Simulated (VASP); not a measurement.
# PbS (R3m) in VASP: further runs

The runs below take PbS through single point, with r2SCAN, PBE.

Program: VASP 6.6.1. These are calculated values, not measurements. Logs are shortened: lines on timing, memory, paths and dates and some standing lists are left out, and cuts for length are marked.

## (1) The cell of the first run

It takes space group R3m (No. 160, trigonal). The conventional cell has a = 4.201 Å, b = 4.201 Å, c = 10.291 Å, α = 90.00°, β = 90.00°, γ = 120.00°. Pb (site symmetry 3m) has 6 S at 2.97 Å within 3.9 Å. Within 3.9 Å of S (site symmetry 3m) lie 6 Pb at 2.97 Å.

## (2) Single point, r2SCAN

File POSCAR:

```
PbS
1.0
    2.1005110974      1.2127306475      3.4301898291
   -2.1005110974      1.2127306475      3.4301898291
    0.0000000000     -2.4254612951      3.4301898291
Pb S
1 1
Direct
    0.9781436732      0.9781436732      0.9781436732
    0.4774576568      0.4774576568      0.4774576568
```

File INCAR.step1:

```
PREC = Accurate
ENCUT = 520
ISMEAR = 0
SIGMA = 0.01
LREAL = False
LASPH = True
NELM = 60
NBANDS = 17
GGA = PE
ALGO = Normal
EDIFF = 1E-4
LWAVE = True
LCHARG = False
```

File INCAR.step2:

```
PREC = Accurate
ENCUT = 520
EDIFF = 1E-6
ISMEAR = 0
SIGMA = 0.01
LREAL = False
LASPH = True
NELM = 60
ALGO = Normal
ISIF = 2
LWAVE = False
LCHARG = True
METAGGA = R2SCAN
LMIXTAU = True
LELF = True
LVHAR = True
NBANDS = 17
ISTART = 1
```

File KPOINTS:

```
regular mesh
0
Gamma
  8 8 8
```

Potentials or basis: VASP PAW PBE potentials, release 64 (Pb_d, S).

The run is started by

```sh
cat potpaw_PBE.64/Pb_d/POTCAR potpaw_PBE.64/S/POTCAR > POTCAR
cp INCAR.step1 INCAR
mpirun -np 1 vasp_std > vasp.out
cp INCAR.step2 INCAR
mpirun -np 1 vasp_std > vasp.out
```

OUTCAR:

```text
PREC = Accurate
   ENCUT = 520
   EDIFF = 1E-6
   ISMEAR = 0
   LREAL = False
   LASPH = True
   NELM = 60
   ISIF = 2
   METAGGA = R2SCAN
   ISTART = 1

 ion  position               nearest neighbor table
   1  0.978  0.978  0.978-   2 2.97   2 2.97   2 2.97   2 2.97   2 2.97   2 2.97
   2  0.477  0.477  0.477-   1 2.97   1 2.97   1 2.97   1 2.97   1 2.97   1 2.97

  LATTYP: Found a trigonal (rhomboedric) cell.
 ALAT       =     4.2010789992
 COS(alpha) =     0.5000135213

  Lattice vectors:

 A1 = (   2.1005110974,   1.2127306475,   3.4301898291)
 A2 = (  -2.1005110974,   1.2127306475,   3.4301898291)
 A3 = (   0.0000000000,  -2.4254612951,   3.4301898291)

Analysis of symmetry for initial positions (statically):
=====================================================================
 Subroutine PRICEL returns:
 Original cell was already a primitive cell.

 Routine SETGRP: Setting up the symmetry group for a
 trigonal (rhombohedral) supercell.

 Subroutine GETGRP returns: Found  6 space group operations
 (whereof  6 operations were pure point group operations)
 out of a pool of 12 trial point group operations.

The static configuration has the point symmetry C_3v.

Analysis of symmetry for dynamics (positions and initial velocities):
=====================================================================
 Subroutine PRICEL returns:
 Original cell was already a primitive cell.

 Routine SETGRP: Setting up the symmetry group for a
 trigonal (rhombohedral) supercell.

 Subroutine GETGRP returns: Found  6 space group operations
 (whereof  6 operations were pure point group operations)
 out of a pool of 12 trial point group operations.

The dynamic configuration has the point symmetry C_3v.

 Subroutine INISYM returns: Found  6 space group operations
 (whereof  6 operations are pure point group operations),
 and found     1 'primitive' translations

----------------------------------------------------------------------------------------

                                     Primitive cell

  volume of cell :      52.4275

  direct lattice vectors                    reciprocal lattice vectors
     2.100511097  1.212730647  3.430189829     0.238037305  0.137430902  0.097176352
    -2.100511097  1.212730647  3.430189829    -0.238037305  0.137430902  0.097176352
     0.000000000 -2.425461295  3.430189829     0.000000000 -0.274861804  0.097176352

  length of vectors
     4.201078999  4.201078999  4.201078999     0.291534311  0.291534311  0.291534311

[... 73 lines left out ...]
   ICHARG =      0    charge: 1-file 2-atom 10-const
   ISPIN  =      1    spin polarized calculation?
   LNONCOLLINEAR =      F non collinear calculations
   LSORBIT =      F    spin-orbit coupling
   LASPH  =      T    aspherical Exc in radial PAW
   ENCUT  =  520.0 eV  38.22 Ry    6.18 a.u.   7.81  7.81  7.81*2*pi/ulx,y,z
   NELM   =     60;   NELMIN=  2; NELMDL=  0     # of ELM steps
   EDIFF  = 0.1E-05   stopping-criterion for ELM
   LREAL  =      F    real-space projection
   EDIFFG = 0.1E-04   stopping-criterion for IOM
   NSW    =      0    number of steps for IOM
   IBRION =     -1    ionic relax: 0-MD 1-quasi-New 2-CG
   NFREE  =      0    steps in history (QN), initial steepest desc. (CG)
   ISIF   =      2    stress and relaxation
   ISYM   =      2    0-nonsym 1-usesym 2-fastsym
   POTIM  = 0.5000    time-step for ionic-motion
   TEBEG  =    0.0;   TEEND  =   0.0 temperature during run
   PSTRESS=    0.0 pullay stress
   NELECT =      20.0000    total number of electrons
   NUPDOWN=      -1.0000    fix difference up-down
   EMIN   =  10.00;   EMAX   =-10.00  energy-range for DOS
   EFERMI =   0.00;   METHOD = LEGACY
   ISMEAR =     0;   SIGMA  =   0.01  broadening in eV -4-tet -1-fermi 0-gaus
   EFERMI_NEDOS =   21; number of points for ismear=-14 and -15
   IALGO  =     38    algorithm
   IMIX   =      4    mixing-type and parameters
     AMIX     =   0.40;   BMIX     =  1.00
     AMIX_MAG =   1.60;   BMIX_MAG =  1.00
  volume/ion in A,a.u.               =      26.21       176.90
  Fermi-wavevector in a.u.,A,eV,Ry     =   1.187313  2.243696 19.180301  1.409712
  Thomas-Fermi vector in A             =   2.323467
   LORBIT       =      0    0 simple, 1 ext, 2 COOP (PROOUT), +10 PAW based schemes
   METAGGA = R2SCAN    functional components
   LHFCALC =     F    Hartree Fock is set to
   AEXX    =    0.0000 exact exchange contribution
   IVDW    =     0    specifies the selected vdW correction
   LEPSILON=     F    determine dielectric tensor
   LRPA    =     F    only Hartree local field effects (RPA)
 non-spin polarized calculation
 Gauss-broadening in eV      SIGMA  =   0.01
  energy-cutoff  :      520.00
  volume of cell :       52.43
 maximum number of plane-waves:      1428
   NGX = 15   NGY = 15   NGZ = 15

 number of electron      20.0000001 magnetization

 Free energy of the ion-electron system (eV)
  ---------------------------------------------------
  ext. energy  EPLUGINS =         0.00000000
  ---------------------------------------------------
  free energy    TOTEN  =       -65.60919454 eV

  energy without entropy =      -65.60919454  energy(sigma->0) =      -65.60919454

 E-fermi :   5.7508     XC(G=0): -10.2305

 val. band max:        5.6381319102   @ k =   0.5000   0.0000   0.0000
 cond. band min:       6.2780402038   @ k =   0.5000   0.0000   0.0000
 fundamental gap:      0.6399082936
 Fermi energy:         5.7508412836

 k-point     1 :       0.0000    0.0000    0.0000
  band No.  band energies     occupation
      1     -11.8067      2.00000
      2     -11.8067      2.00000
      3     -11.8067      2.00000
      4     -11.7907      2.00000
      5     -11.7907      2.00000
      6      -8.5326      2.00000
[... 457 lines left out ...]
      4     -11.7822      2.00000
      5     -11.7719      2.00000
      6      -7.7578      2.00000
[... 9 lines left out ...]
     16      15.7666      0.00000
     17      17.0374      0.00000

 [... further k-points ...]
[... 5 lines left out ...]
  --------------------------------------------------------------------------------------
  -------------------------------------------------------------------------------------
  Total        0.3203725      0.3203725      0.3206579      0.0000000     -0.0000000      0.0000000
  in kB        9.7905483      9.7905483      9.7992710      0.0000000     -0.0000000      0.0000000
  external PRESSURE =       9.7934559 kB  Pullay stress =       0.0000000 kB

 VOLUME and BASIS-vectors are now :
 -----------------------------------------------------------------------------
  energy-cutoff  :      520.00
  volume of cell :       52.43
      direct lattice vectors                 reciprocal lattice vectors
     2.100511097  1.212730647  3.430189829     0.238037305  0.137430902  0.097176352
    -2.100511097  1.212730647  3.430189829    -0.238037305  0.137430902  0.097176352
     0.000000000 -2.425461295  3.430189829     0.000000000 -0.274861804  0.097176352

 POSITION                                       TOTAL-FORCE (eV/Angst)
 -----------------------------------------------------------------------------------
      0.00000     -0.00000     10.06566         0.000000      0.000000     -0.002470
      0.00000     -0.00000      4.91331         0.000000     -0.000000      0.002470
 -----------------------------------------------------------------------------------
    total drift:                                0.000000     -0.000000      0.000089

  FREE ENERGIE OF THE ION-ELECTRON SYSTEM (eV)
  ---------------------------------------------------
  free  energy   TOTEN  =       -65.6091945419 eV

  energy  without entropy=      -65.6091945419  energy(sigma->0) =      -65.60919454
```

It took 1.8 min on 1 thread of Intel Xeon Platinum 8259CL at 2.50GHz (Skylake/Cascade Lake), shared host; peak memory 0.22 GiB.

What came out:

```
Free energy            : -65.6092 eV
Pressure               : 1.0 GPa
Band gap on the k mesh : 0.64 eV, direct
```

Forces on the atoms (eV/Å):
```
Pb   0.000  0.000 -0.002
S    0.000  0.000  0.002
```

Caveat: the PAW data sets were made with another functional, which shifts forces and pressure a little; spin-orbit coupling is left out, which moves the levels of the heavy elements.

## (3) Single point, PBE

File INCAR:

```
  PREC = Accurate
  ENCUT = 500
  EDIFF = 1E-6
  ISMEAR = 0
  SIGMA = 0.01
  LREAL = False
  LASPH = True
  NELM = 120
  ALGO = Normal
  ISIF = 2
  LWAVE = False
  LCHARG = False
  GGA = PE
  NBANDS = 17
  GGA_COMPAT = False
```

File KPOINTS:

```
regular mesh
0
Gamma
  4 4 4
```

File POSCAR:

```
PbS
1.0
    2.1005109211      1.2127305457      3.4301899190
   -2.1005109211      1.2127305457      3.4301899190
    0.0000000000     -2.4254610915      3.4301899190
Pb S
1 1
Direct
    0.9781436725      0.9781436725      0.9781436725
    0.4774576575      0.4774576575      0.4774576575
```

Potentials or basis: VASP PAW PBE potentials, release 64 (Pb_d, S).

The run is started by

```sh
cat potpaw_PBE.64/Pb_d/POTCAR potpaw_PBE.64/S/POTCAR > POTCAR
mpirun -np 1 vasp_std > vasp.out
```

OUTCAR:

```text
PREC = Accurate
   ENCUT = 500
   EDIFF = 1E-6
   ISMEAR = 0
   LREAL = False
   LASPH = True
   NELM = 120
   ISIF = 2
   GGA = PE

 ion  position               nearest neighbor table
   1  0.978  0.978  0.978-   2 2.97   2 2.97   2 2.97   2 2.97   2 2.97   2 2.97
   2  0.477  0.477  0.477-   1 2.97   1 2.97   1 2.97   1 2.97   1 2.97   1 2.97

  LATTYP: Found a trigonal (rhomboedric) cell.
 ALAT       =     4.2010789550
 COS(alpha) =     0.5000135947

  Lattice vectors:

 A1 = (   2.1005109211,   1.2127305457,   3.4301899190)
 A2 = (  -2.1005109211,   1.2127305457,   3.4301899190)
 A3 = (   0.0000000000,  -2.4254610915,   3.4301899190)

Analysis of symmetry for initial positions (statically):
=====================================================================
 Subroutine PRICEL returns:
 Original cell was already a primitive cell.

 Routine SETGRP: Setting up the symmetry group for a
 trigonal (rhombohedral) supercell.

 Subroutine GETGRP returns: Found  6 space group operations
 (whereof  6 operations were pure point group operations)
 out of a pool of 12 trial point group operations.

The static configuration has the point symmetry C_3v.

Analysis of symmetry for dynamics (positions and initial velocities):
=====================================================================
 Subroutine PRICEL returns:
 Original cell was already a primitive cell.

 Routine SETGRP: Setting up the symmetry group for a
 trigonal (rhombohedral) supercell.

 Subroutine GETGRP returns: Found  6 space group operations
 (whereof  6 operations were pure point group operations)
 out of a pool of 12 trial point group operations.

The dynamic configuration has the point symmetry C_3v.

 Subroutine INISYM returns: Found  6 space group operations
 (whereof  6 operations are pure point group operations),
 and found     1 'primitive' translations

----------------------------------------------------------------------------------------

[... 99 lines left out ...]
     AMIX     =   0.40;   BMIX     =  1.00
     AMIX_MAG =   1.60;   BMIX_MAG =  1.00
  volume/ion in A,a.u.               =      26.21       176.90
  Fermi-wavevector in a.u.,A,eV,Ry     =   1.187313  2.243696 19.180303  1.409712
  Thomas-Fermi vector in A             =   2.323467
   LORBIT       =      0    0 simple, 1 ext, 2 COOP (PROOUT), +10 PAW based schemes
   GGA     = PE    functional components
   LHFCALC =     F    Hartree Fock is set to
   AEXX    =    0.0000 exact exchange contribution
   IVDW    =     0    specifies the selected vdW correction
   LEPSILON=     F    determine dielectric tensor
   LRPA    =     F    only Hartree local field effects (RPA)
 non-spin polarized calculation
 Gauss-broadening in eV      SIGMA  =   0.01
  energy-cutoff  :      500.00
  volume of cell :       52.43
 maximum number of plane-waves:      1363
 NGX is ok and might be reduce to    32
   NGX = 15   NGY = 15   NGZ = 15

 number of electron      20.0000001 magnetization

 Free energy of the ion-electron system (eV)
  ---------------------------------------------------
  ext. energy  EPLUGINS =         0.00000000
  ---------------------------------------------------
  free energy    TOTEN  =        -8.74544879 eV

  energy without entropy =       -8.74544879  energy(sigma->0) =       -8.74544879

 E-fermi :   5.8064     XC(G=0):  -9.6613

 val. band max:        5.7515507944   @ k =   0.5000   0.0000   0.0000
 cond. band min:       6.1332965864   @ k =   0.5000   0.0000   0.0000
 fundamental gap:      0.3817457920
 Fermi energy:         5.8064273083

 k-point     1 :       0.0000    0.0000    0.0000
  band No.  band energies     occupation
      1     -11.0577      2.00000
      2     -11.0577      2.00000
      3     -11.0577      2.00000
      4     -11.0413      2.00000
      5     -11.0413      2.00000
      6      -7.7964      2.00000
[... 237 lines left out ...]
      4     -11.0398      2.00000
      5     -10.9978      2.00000
      6      -6.1045      2.00000
[... 9 lines left out ...]
     16      17.7390      0.00000
     17      18.0124      0.00000

------------------------ aborting loop because EDIFF is reached ----------------------------------------

  FORCE on cell =-STRESS in cart. coord.  units (eV):
  Direction    XX          YY          ZZ          XY          YZ          ZX
  --------------------------------------------------------------------------------------
  -------------------------------------------------------------------------------------
  Total        0.6366979      0.6366979      0.6366505      0.0000000     -0.0000000      0.0000000
  in kB       19.4574231     19.4574231     19.4559733      0.0000000     -0.0000000      0.0000000
  external PRESSURE =      19.4569398 kB  Pullay stress =       0.0000000 kB

 VOLUME and BASIS-vectors are now :
 -----------------------------------------------------------------------------
  energy-cutoff  :      500.00
  volume of cell :       52.43
      direct lattice vectors                 reciprocal lattice vectors
     2.100510921  1.212730546  3.430189919     0.238037325  0.137430913  0.097176349
    -2.100510921  1.212730546  3.430189919    -0.238037325  0.137430913  0.097176349
     0.000000000 -2.425461091  3.430189919     0.000000000 -0.274861827  0.097176349

 POSITION                                       TOTAL-FORCE (eV/Angst)
 -----------------------------------------------------------------------------------
      0.00000     -0.00000     10.06566         0.000000     -0.000000      0.004924
      0.00000     -0.00000      4.91331         0.000000      0.000000     -0.004924
 -----------------------------------------------------------------------------------
    total drift:                               -0.000000     -0.000000      0.000094

  FREE ENERGIE OF THE ION-ELECTRON SYSTEM (eV)
  ---------------------------------------------------
  free  energy   TOTEN  =        -8.7454487873 eV

  energy  without entropy=       -8.7454487873  energy(sigma->0) =       -8.74544879
```

stdout:

```text
POSCAR found type information on POSCAR PbS
 POSCAR found :  2 types and       2 ions
 scaLAPACK will be used
 -----------------------------------------------------------------------------
|                                                                             |
|           W    W    AA    RRRRR   N    N  II  N    N   GGGG   !!!           |
|           W    W   A  A   R    R  NN   N  II  NN   N  G    G  !!!           |
[... 18 lines left out ...]
 -----------------------------------------------------------------------------

 LDA part: xc-table for (Slater+PW92), standard interpolation
 POSCAR, INCAR and KPOINTS ok, starting setup
 FFT: planning ... GRIDC
 FFT: planning ... GRID_SOFT
 FFT: planning ... GRID
 WAVECAR not read
 entering main loop
```

Wall time 7.5 s (1 thread of AMD EPYC 7R13 (Zen 3), shared host); peak memory 0.14 GiB.

Results:

```
Free energy            : -8.7454 eV
Pressure               : 1.9 GPa
Largest force          : 0.005 eV/Å
Band gap on the k mesh : 0.38 eV, direct
```

Forces in eV/Å, atoms in the order of the input:
```
Pb   0.000  0.000  0.005
S    0.000  0.000 -0.005
```

Caveat: the k points lie up to 0.46 Å⁻¹ apart; spin-orbit coupling is left out, which moves the levels of the heavy elements.
